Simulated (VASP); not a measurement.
Cu: single point with BLYP

Crystal: Cu.

```xyz
1
Lattice="2.3884 0.0000 0.0000 0.0000 2.3884 0.0000 0.0000 0.0000 2.3884" Properties=species:S:1:pos:R:3 pbc="T T T"
Cu    0.0000    0.0000    0.0000
```

This cell differs from its parent crystal: volume scaled by 0.92.

```json
{
 "Program": "VASP 6.6.1",
 "Task": "single point",
 "Functional": "BLYP",
 "Potentials or basis": "VASP PAW PBE potentials, release 64 (Cu)",
 "Cutoff": "520 eV",
 "k mesh": "14 × 14 × 14",
 "Occupations": "fermi-dirac, width 0.1 eV",
 "Spin": "no spin polarisation",
 "Dipole correction": "no",
 "Further INCAR settings": "ALGO = Normal; EDIFF = 1e-07; NBANDS = 12"
}
```

```json
{
  "Pressure": "9.1 GPa"
}
```

Levels at points of the mesh, in eV from the Fermi level:
```
           k point  band 2  band 3  band 4  band 5  band 6  band 7  band 8  band 9
(0.00, 0.00, 0.00)   -3.98   -3.98   -1.43   -1.43   -1.43   17.70   17.70   17.70
(0.50, 0.00, 0.00)   -3.65   -2.22   -2.22   -1.36   -1.17    1.98   23.85   24.07
(0.50, 0.50, 0.00)   -3.42   -2.06   -2.06   -0.85    4.35    4.35    8.69   10.45
(0.50, 0.50, 0.50)   -3.64   -3.64   -0.81   -0.81   10.03   10.03   10.03   14.01
```

Wall time 12 s on 1 thread of Intel Xeon 6975P-C, with other jobs on the host, peak memory 0.13 GiB.

Caveat: the PAW data sets were made with another functional, which shifts forces and pressure a little.
